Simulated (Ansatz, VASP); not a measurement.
One calculation of C3N2, two programs

```xyz
5
Lattice="2.5288 0.0000 0.0000 -1.2644 2.1900 0.0000 0.0000 0.0000 5.1553" Properties=species:S:1:pos:R:3 pbc="T T T"
C     0.0000    1.4600    2.3129
C     1.2644    0.7300    2.8424
C     0.0000    0.0000    0.0000
N     0.0000    1.4600    0.8651
N     1.2644    0.7300    4.2902
```

Change from the starting cell: species swapped into the Mg2Sb3 type (P-3m1, No. 164).

Alike in both runs: functional PBE; k mesh 12 × 12 × 6; occupations gaussian, width 0.02 eV; no spin polarisation.

Ansatz relaxed the structure, and its values are those at the end. VASP's run is a single point on that final structure, the one shown.

```csv
,VASP,Ansatz
version,VASP 6.6.1,Ansatz 0.2.0
potentials or method,"VASP PAW PBE potentials, release 64 (C, N), cutoff 520 eV","scalar-relativistic, plane waves, PAW"
valence electrons in the cell,22,22
```

VASP gave:

```
gap on the k mesh at the Fermi level (eV) : 1.61
least direct gap on the mesh (eV)         : 2.00
pressure (GPa)                            : 0.2
rms of the force components (eV/Å)        : 0.022
```

Problem. What did Ansatz give for the same quantities?

Solution. gap on the k mesh at the Fermi level (eV): 1.61; least direct gap on the mesh (eV): 2.00; pressure (GPa): 0.0; rms of the force components (eV/Å): 0.003.
